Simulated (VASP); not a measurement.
# Y (P6_3/mmc) in VASP: a series of runs

Y is run at these levels: PBE, RPBE, revPBE; tasks: single point.

All numbers are computed with VASP 6.6.1; they aren't measurements. Logs are shortened: lines on timing, memory, paths and dates and some standing lists are left out, and cuts for length are marked.

### Step 1. The cell of the first run

Symmetry: P6_3/mmc, No. 194, hexagonal system. The conventional cell has a = 3.653 Å, b = 3.653 Å, c = 5.696 Å, α = 90.00°, β = 90.00°, γ = 120.00°. Y (site symmetry -6m2) has 12 Y at 3.54 to 3.65 Å within 4.7 Å.

### Step 2. Single point, PBE

File INCAR:

```
PREC     = Accurate       # precision mode
ENCUT    = 520            # plane-wave cutoff, eV
EDIFF    = 1E-6           # SCF threshold, eV
ISMEAR   = -1             # smearing method
SIGMA    = 0.05           # smearing width, eV
LREAL    = False          # projectors in reciprocal space
LASPH    = True           # aspherical terms in the spheres
NELM     = 60             # most SCF steps
ALGO     = Fast           # electronic algorithm
ISIF     = 2              # what is computed and relaxed
LWAVE    = False          # write WAVECAR
LCHARG   = True           # write CHGCAR
GGA      = PE             # functional
LELF     = True           # ELF
LVHAR    = True         
NBANDS   = 18             # bands
```

File KPOINTS:

```
Automatic mesh
0
Gamma
  8 8 5
```

File POSCAR:

```
Y
1.0
    3.6533180433      0.0000000000      0.0000000000
   -1.8266590216      3.1638662336      0.0000000000
    0.0000000000      0.0000000000      5.6958813498
Y
2
Direct
    0.6666666667      0.3333333333      0.7500000000
    0.3333333333      0.6666666667      0.2500000000
```

Potentials or basis: VASP PAW PBE potentials, release 64 (Y_sv).

Run with:

```bash
> cat potpaw_PBE.64/Y_sv/POTCAR > POTCAR
> mpirun -np 1 vasp_std > vasp.out
```

OUTCAR:

```text
PREC = Accurate
   ENCUT = 520
   EDIFF = 1E-6
   ISMEAR = -1
   LREAL = False
   LASPH = True
   NELM = 60
   ISIF = 2
   GGA = PE

 ion  position               nearest neighbor table
   1  0.667  0.333  0.750-   2 3.54   2 3.54   2 3.54   2 3.54   2 3.54   2 3.54
   2  0.333  0.667  0.250-   1 3.54   1 3.54   1 3.54   1 3.54   1 3.54   1 3.54

  LATTYP: Found a hexagonal cell.
 ALAT       =     3.6533180433
 C/A-ratio  =     1.5590981355

  Lattice vectors:

 A1 = (   3.6533180433,   0.0000000000,   0.0000000000)
 A2 = (  -1.8266590216,   3.1638662336,   0.0000000000)
 A3 = (   0.0000000000,   0.0000000000,   5.6958813498)

Analysis of symmetry for initial positions (statically):
=====================================================================
 Subroutine PRICEL returns:
 Original cell was already a primitive cell.

 Routine SETGRP: Setting up the symmetry group for a
 hexagonal supercell.

 Subroutine GETGRP returns: Found 24 space group operations
 (whereof 12 operations were pure point group operations)
 out of a pool of 24 trial point group operations.

The static configuration has the point symmetry D_3d.
 The point group associated with its full space group is D_6h.

Analysis of symmetry for dynamics (positions and initial velocities):
=====================================================================
 Subroutine PRICEL returns:
 Original cell was already a primitive cell.

 Routine SETGRP: Setting up the symmetry group for a
 hexagonal supercell.

 Subroutine GETGRP returns: Found 24 space group operations
 (whereof 12 operations were pure point group operations)
 out of a pool of 24 trial point group operations.

The dynamic configuration has the point symmetry D_3d.
 The point group associated with its full space group is D_6h.

 Subroutine INISYM returns: Found 24 space group operations
 (whereof 12 operations are pure point group operations),
 and found     1 'primitive' translations

----------------------------------------------------------------------------------------

                                     Primitive cell

  volume of cell :      65.8365

  direct lattice vectors                    reciprocal lattice vectors
     3.653318043  0.000000000  0.000000000     0.273723773  0.158034494  0.000000000
    -1.826659022  3.163866234  0.000000000     0.000000000  0.316068988  0.000000000
     0.000000000  0.000000000  5.695881350     0.000000000  0.000000000  0.175565455

  length of vectors
     3.653318043  3.653318043  5.695881350     0.316068988  0.316068988  0.175565455

  position of ions in fractional coordinates (direct lattice)
     0.666666667  0.333333333  0.750000000
     0.333333333  0.666666667  0.250000000

  ion indices of the primitive-cell ions
   primitive index   ion index
                 1           1
                 2           2

----------------------------------------------------------------------------------------

 KPOINTS: Automatic mesh

Automatic generation of k-mesh.
 Grid dimensions read from file:
 generate k-points for:    8    8    5

 Generating k-lattice:

  Cartesian coordinates                     Fractional coordinates (reciprocal lattice)
     0.034215472  0.019754312  0.000000000     0.125000000 -0.000000000  0.000000000
     0.000000000  0.039508624  0.000000000     0.000000000  0.125000000  0.000000000
     0.000000000  0.000000000  0.035113091     0.000000000  0.000000000  0.200000000

  Length of vectors
     0.039508624  0.039508624  0.035113091

  Shift w.r.t. Gamma in fractional coordinates (k-lattice)
     0.000000000  0.000000000  0.000000000

 Subroutine IBZKPT returns following result:
 ===========================================

 Found     30 irreducible k-points:

 Following reciprocal coordinates:
            Coordinates               Weight
  0.000000  0.000000  0.000000      1.000000
  0.125000  0.000000  0.000000      6.000000
  0.250000  0.000000  0.000000      6.000000
  0.375000  0.000000  0.000000      6.000000
  0.500000  0.000000  0.000000      3.000000
  0.125000  0.125000  0.000000      6.000000
[... 16 lines left out ...]
  0.250000  0.000000  0.400000     12.000000
  0.375000  0.000000  0.400000     12.000000
 [... further k-points ...]
   k-points           NKPTS =     30   k-points in BZ     NKDIM =     30   number of bands    NBANDS=     18
   number of dos      NEDOS =    301   number of ions     NIONS =      2
   total plane-waves  NPLWV =  32928
   dimension x,y,z NGX =    28 NGY =   28 NGZ =   42
   dimension x,y,z NGXF=    56 NGYF=   56 NGZF=   84
   ions per type =               2
   NGX,Y,Z   is equivalent  to a cutoff of  12.74, 12.74, 12.26 a.u.
   NGXF,Y,Z  is equivalent  to a cutoff of  25.48, 25.48, 24.52 a.u.
 SYSTEM =  unknown system
   PREC   = accura    normal or accurate (medium, high low for compatibility)
   ISTART =      0    job   : 0-new  1-cont  2-samecut
   ICHARG =      2    charge: 1-file 2-atom 10-const
   ISPIN  =      1    spin polarized calculation?
   LNONCOLLINEAR =      F non collinear calculations
   LSORBIT =      F    spin-orbit coupling
   LASPH  =      T    aspherical Exc in radial PAW
   ENCUT  =  520.0 eV  38.22 Ry    6.18 a.u.   6.79  6.79 10.59*2*pi/ulx,y,z
   NELM   =     60;   NELMIN=  2; NELMDL= -5     # of ELM steps
   EDIFF  = 0.1E-05   stopping-criterion for ELM
   LREAL  =      F    real-space projection
   EDIFFG = 0.1E-04   stopping-criterion for IOM
   NSW    =      0    number of steps for IOM
   IBRION =     -1    ionic relax: 0-MD 1-quasi-New 2-CG
   NFREE  =      0    steps in history (QN), initial steepest desc. (CG)
   ISIF   =      2    stress and relaxation
   ISYM   =      2    0-nonsym 1-usesym 2-fastsym
   POTIM  = 0.5000    time-step for ionic-motion
   TEBEG  =    0.0;   TEEND  =   0.0 temperature during run
   PSTRESS=    0.0 pullay stress
   NELECT =      22.0000    total number of electrons
   NUPDOWN=      -1.0000    fix difference up-down
   EMIN   =  10.00;   EMAX   =-10.00  energy-range for DOS
   EFERMI =   0.00;   METHOD = LEGACY
   ISMEAR =    -1;   SIGMA  =   0.05  broadening in eV -4-tet -1-fermi 0-gaus
   EFERMI_NEDOS =   21; number of points for ismear=-14 and -15
   IALGO  =     68    algorithm
   IMIX   =      4    mixing-type and parameters
     AMIX     =   0.40;   BMIX     =  1.00
     AMIX_MAG =   1.60;   BMIX_MAG =  1.00
  volume/ion in A,a.u.               =      32.92       222.14
  Fermi-wavevector in a.u.,A,eV,Ry     =   1.136040  2.146804 17.559494  1.290586
  Thomas-Fermi vector in A             =   2.272745
   LORBIT       =      0    0 simple, 1 ext, 2 COOP (PROOUT), +10 PAW based schemes
   GGA     = PE    functional components
   LHFCALC =     F    Hartree Fock is set to
   AEXX    =    0.0000 exact exchange contribution
   IVDW    =     0    specifies the selected vdW correction
   LEPSILON=     F    determine dielectric tensor
   LRPA    =     F    only Hartree local field effects (RPA)
 non-spin polarized calculation
 RMM-DIIS sequential band-by-band and
  energy-cutoff  :      520.00
  volume of cell :       65.84
 maximum number of plane-waves:      1785
 NGX is ok and might be reduce to    28
   NGX = 13   NGY = 13   NGZ = 21

 number of electron      22.0000000 magnetization

 Free energy of the ion-electron system (eV)
  ---------------------------------------------------
  ext. energy  EPLUGINS =         0.00000000
  ---------------------------------------------------
  free energy    TOTEN  =       -12.87347446 eV

  energy without entropy =      -12.83309160  energy(sigma->0) =      -12.85328303

 E-fermi :   2.9763     XC(G=0):  -9.4181

 val. band max:        2.9710176484   @ k =   0.2500   0.1250   0.4000
 cond. band min:       3.0037534855   @ k =   0.3750   0.0000   0.0000
 fundamental gap:      0.0327358372
 Fermi energy:         2.9762863860

 k-point     1 :       0.0000    0.0000    0.0000
  band No.  band energies     occupation
      1     -39.7053      2.00000
      2     -39.6310      2.00000
      3     -19.9805      2.00000
      4     -19.5103      2.00000
      5     -19.5103      2.00000
      6     -19.4189      2.00000
[... 10 lines left out ...]
     17       5.7380      0.00000
     18       5.7380      0.00000

 k-point     2 :       0.1250    0.0000    0.0000
  band No.  band energies     occupation
      1     -39.6979      2.00000
      2     -39.6286      2.00000
      3     -19.9534      2.00000
      4     -19.5632      2.00000
      5     -19.5284      2.00000
      6     -19.4743      2.00000
[... 10 lines left out ...]
     17       5.5226      0.00000
     18       5.6267      0.00000

 k-point     3 :       0.2500    0.0000    0.0000
  band No.  band energies     occupation
      1     -39.6790      2.00000
      2     -39.6237      2.00000
      3     -19.8802      2.00000
      4     -19.6918      2.00000
      5     -19.6021      2.00000
      6     -19.5698      2.00000
[... 10 lines left out ...]
     17       6.2215      0.00000
     18       6.4220      0.00000

 k-point     4 :       0.3750    0.0000    0.0000
  band No.  band energies     occupation
      1     -39.6576      2.00000
      2     -39.6214      2.00000
      3     -19.8210      2.00000
      4     -19.7863      2.00000
      5     -19.7225      2.00000
      6     -19.6090      2.00000
[... 375 lines left out ...]
      4     -19.6308      2.00000
      5     -19.5147      2.00000
      6     -19.4931      2.00000
[... 10 lines left out ...]
     17       6.8385      0.00000
     18       6.9154      0.00000

 k-point    23 :       0.2500    0.0000    0.4000
  band No.  band energies     occupation
      1     -39.6600      2.00000
      2     -39.6429      2.00000
      3     -19.8181      2.00000
      4     -19.7360      2.00000
      5     -19.5690      2.00000
      6     -19.5268      2.00000
[... 10 lines left out ...]
     17       6.9063      0.00000
     18       7.0339      0.00000

 k-point    24 :       0.3750    0.0000    0.4000
  band No.  band energies     occupation
      1     -39.6451      2.00000
      2     -39.6339      2.00000
      3     -19.8947      2.00000
      4     -19.8500      2.00000
      5     -19.5740      2.00000
      6     -19.5595      2.00000
[... 10 lines left out ...]
     17       7.4770      0.00000
     18       7.5879      0.00000

 [... further k-points ...]
[... 5 lines left out ...]
  --------------------------------------------------------------------------------------
  -------------------------------------------------------------------------------------
  Total       -0.0454959     -0.0454959     -0.0419126     -0.0000000      0.0000000      0.0000000
  in kB       -1.1071745     -1.1071745     -1.0199718     -0.0000000      0.0000000      0.0000000
  external PRESSURE =      -1.0781070 kB  Pullay stress =       0.0000000 kB

 VOLUME and BASIS-vectors are now :
 -----------------------------------------------------------------------------
  energy-cutoff  :      520.00
  volume of cell :       65.84
      direct lattice vectors                 reciprocal lattice vectors
     3.653318043  0.000000000  0.000000000     0.273723773  0.158034494  0.000000000
    -1.826659022  3.163866234  0.000000000     0.000000000  0.316068988  0.000000000
     0.000000000  0.000000000  5.695881350     0.000000000  0.000000000  0.175565455

 POSITION                                       TOTAL-FORCE (eV/Angst)
 -----------------------------------------------------------------------------------
      1.82666      1.05462      4.27191        -0.000000      0.000000      0.000000
     -0.00000      2.10924      1.42397         0.000000     -0.000000      0.000000
 -----------------------------------------------------------------------------------
    total drift:                               -0.000000      0.000000     -0.000000

  FREE ENERGIE OF THE ION-ELECTRON SYSTEM (eV)
  ---------------------------------------------------
  free  energy   TOTEN  =       -12.8734744618 eV

  energy  without entropy=      -12.8330916026  energy(sigma->0) =      -12.85328303
```

Wall time 2 min (1 thread of Oxide Virtual Turin-like, shared host); peak memory 0.17 GiB.

Results:

```
Free energy            : -12.8735 eV
Pressure               : -0.1 GPa
Band gap on the k mesh : zero (bands 11 and 12 overlap by 1.38 eV)
```

[end of part 1 of 2]

The gap in the log of VASP goes by the Fermi energy; the results here count the filled bands.